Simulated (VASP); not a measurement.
## Mg16HF32 (a cell with a defect): single point with PBE

System: Mg16HF32 (a cell with a defect).

```
Mg F H
1.0
     4.69758    4.69758    6.18598
     4.69758   -4.69758   -6.18598
    -4.69758    4.69758   -6.18598
Mg F H
16 32 1
Cartesian
  2.3866 2.3233 -7.7338
  2.3695 2.3339 -4.6600
  2.3765 2.2876 -1.5652
  2.1910 2.3212 1.4998
  -2.3866 2.3742 -7.7338
  -2.3695 2.3636 -4.6600
  2.3211 -2.2876 -7.7512
  2.5066 -2.3212 -4.6862
  0.0276 4.5398 0.0467
  4.7587 0.0277 -3.0742
  4.7124 0.0208 0.0206
  0.0254 4.7354 -3.0917
  -0.0149 -0.0208 -6.1654
  -0.0254 -0.0378 -3.0917
  -0.0276 0.1578 0.0467
  -0.0611 -0.0277 -9.2602
  3.2721 3.2196 3.0888
  3.2905 3.2560 -6.2040
  3.2877 3.1666 -3.0750
  3.2321 3.2619 -0.0072
  3.3139 -1.4059 -3.0661
  -1.4110 3.2722 -6.1934
  -1.4275 3.3114 -3.1168
  2.9609 -1.1332 -6.3053
  -0.8708 5.6209 -1.5423
  3.7844 0.8833 -4.6323
  3.8798 0.9389 -1.5645
  -0.9072 5.6393 -4.6215
  -0.9626 0.9213 -7.7087
  -0.9234 0.9378 -4.6320
  -0.9429 0.9651 -1.5734
  -1.2156 0.6121 -10.7062
  1.3837 1.4059 -9.2521
  1.4110 1.4254 -6.1934
  1.4275 1.3862 -3.1168
  1.7367 1.1332 -0.1193
  1.4254 6.1756 -3.0971
  1.4071 6.1392 -0.0180
  6.1075 1.5310 -3.0750
  6.1631 1.4356 -0.0072
  5.6602 -0.9213 -1.5227
  0.9234 3.7598 -4.6320
  0.9429 3.7324 -1.5734
  5.9132 -0.6121 -4.5202
  0.8708 -0.9233 -1.5423
  0.9131 -0.8833 -10.8183
  0.8178 -0.9389 -7.7504
  0.9072 -0.9417 -4.6215
  4.6976 -2.3488 -5.4127
```

This cell differs from its parent crystal: with an interstitial atom, then relaxed in part.

```json
{"Program": "VASP 6.6.1", "Task": "single point", "Functional": "PBE", "Potentials or basis": "VASP PAW PBE potentials, release 64 (Mg, F, H)", "Cutoff": "520 eV", "k mesh": "2 × 2 × 2, shifted", "Occupations": "gaussian, width 0.01 eV", "Spin": "no spin polarisation", "Dipole correction": "no", "Charge": "-1", "Further INCAR settings": "LREAL = Auto; ALGO = Normal; EDIFF = 1e-06; NBANDS = 158; NELECT = 258.0"}
```

```yaml
Largest_force: 0.029 eV/Å
```

Forces in eV/Å, atoms in the order of the input:
```
Mg   0.006  0.004 -0.004
Mg   0.005  0.000  0.000
Mg   0.003 -0.008  0.005
Mg   0.016  0.011 -0.022
Mg  -0.006 -0.004 -0.004
Mg  -0.005  0.000  0.000
Mg  -0.003  0.008  0.005
Mg  -0.016 -0.011 -0.022
Mg  -0.011  0.016  0.022
Mg   0.008  0.003 -0.005
Mg   0.000  0.005  0.000
Mg  -0.004  0.006  0.004
Mg   0.000 -0.005  0.000
Mg   0.004 -0.006  0.004
Mg   0.011 -0.016  0.022
Mg  -0.008 -0.003 -0.005
F   -0.005 -0.002  0.001
F   -0.004  0.003  0.003
F   -0.001  0.005 -0.004
F    0.007  0.000  0.000
F    0.003  0.005  0.013
F   -0.002 -0.003 -0.001
F    0.002  0.000  0.005
F    0.018 -0.021 -0.001
F    0.002 -0.005 -0.001
F    0.000  0.007  0.000
F   -0.005 -0.001  0.004
F   -0.003 -0.004 -0.003
F    0.000  0.002 -0.005
F    0.003 -0.002  0.001
F   -0.005  0.003 -0.013
F    0.021  0.018  0.001
F   -0.003 -0.005  0.013
F    0.002  0.003 -0.001
F   -0.002  0.000  0.005
F   -0.018  0.021 -0.001
F    0.005  0.002  0.001
F    0.004 -0.003  0.003
F    0.001 -0.005 -0.004
F   -0.007  0.000  0.000
F    0.000 -0.002 -0.005
F   -0.003  0.002  0.001
F    0.005 -0.003 -0.013
F   -0.021 -0.018  0.001
F   -0.002  0.005 -0.001
F    0.000 -0.007  0.000
F    0.005  0.001  0.004
F    0.003  0.004 -0.003
H    0.000  0.000  0.000
```

Levels at points of the mesh, in eV from the Fermi level:
```
           k point  band 126  band 127  band 128  band 129  band 130  band 131  band 132  band 133
(0.25, 0.25, 0.25)     -3.99     -3.98     -3.87     -0.08      4.65      4.70      4.72      5.36
```

Run time: 12 min on 1 thread of Intel(R) Xeon(R) Platinum 8175M CPU @ 2.50GHz (Skylake/Cascade Lake), on a shared host, peak memory 0.76 GiB.

Caveat: the cell carries a net charge on a neutralising background, which shifts energy and pressure; the cell differs from its parent crystal (with an interstitial atom, then relaxed in part); the cell is charged against a uniform background, so pressure and absolute levels hang on convention.
